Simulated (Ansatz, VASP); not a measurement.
# LiH in VASP and in Ansatz

```
Li H
1.0
     0.00000    2.00340    2.00340
     2.00340    0.00000    2.00340
     2.00340    2.00340    0.00000
Li H
1 1
Direct
  0.00000 0.00000 0.00000
  0.50000 0.50000 0.50000
```

Alike in both runs: task relaxation of cell and atoms; functional PBEsol; k mesh 10 × 10 × 10; occupations gaussian, width 0.02 eV; no spin polarisation.

|  | VASP | Ansatz |
| --- | --- | --- |
| version | VASP 6.6.1 | Ansatz 0.2.0 |
| potentials or method | VASP PAW PBE potentials, release 64 (Li_sv, H), cutoff 600 eV | scalar-relativistic, plane waves, PAW |
| valence electrons in the cell | 4 | 4 |

|  | VASP | Ansatz | Ansatz less VASP |
| --- | --- | --- | --- |
| gap on the k mesh at the Fermi level, each at its own relaxed structure (eV) | 2.72 | 2.73 | +0.003 |
| relaxed volume (Å³/atom) | 7.85 | 7.88 | +0.032 |
| relaxed cell length with the largest relative difference (Å) | 2.811 | 2.814 | +0.0038 |

VASP's potentials were made for PBE, not for PBEsol.

Noted on VASP's run: the cutoff is short for stress, so the pressure is rough.
